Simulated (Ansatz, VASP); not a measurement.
# V3NiMo in VASP and in Ansatz

```
V Ni Mo
1.0
     4.43906    0.00000    0.00000
     0.00000    4.43906    0.00000
     0.00000    0.00000    4.43906
V Ni Mo
3 1 1
Direct
  0.00000 0.50000 0.50000
  0.50000 0.00000 0.50000
  0.50000 0.50000 0.00000
  0.00000 0.00000 0.00000
  0.50000 0.50000 0.50000
```

Alike in both runs: functional PBE; k mesh 4 × 4 × 4; occupations gaussian, width 0.1 eV; no spin polarisation.

Ansatz relaxed the structure, and its values are those at the end. VASP's run is a single point on that final structure, the one shown.

|  | VASP | Ansatz |
| --- | --- | --- |
| version | VASP 6.6.1 | Ansatz 0.2.0 |
| potentials or method | VASP PAW PBE potentials, release 64 (V_sv, Ni, Mo_sv), cutoff 520 eV | scalar-relativistic, plane waves, PAW |
| valence electrons in the cell | 63 | 71 |

```tsv
	VASP	Ansatz	Ansatz less VASP
gap on the k mesh at the Fermi level (eV)	none	none	-
pressure (GPa)	1.0	0.0	-0.96
```

A gap of «none» marks a metal or a gap that the smearing closes. The functional is the same, so the differences come from potentials, cutoffs and numerics. VASP's potentials hold 63 valence electrons a cell and Ansatz's 71, so a difference there can come from the potentials and not from the codes.
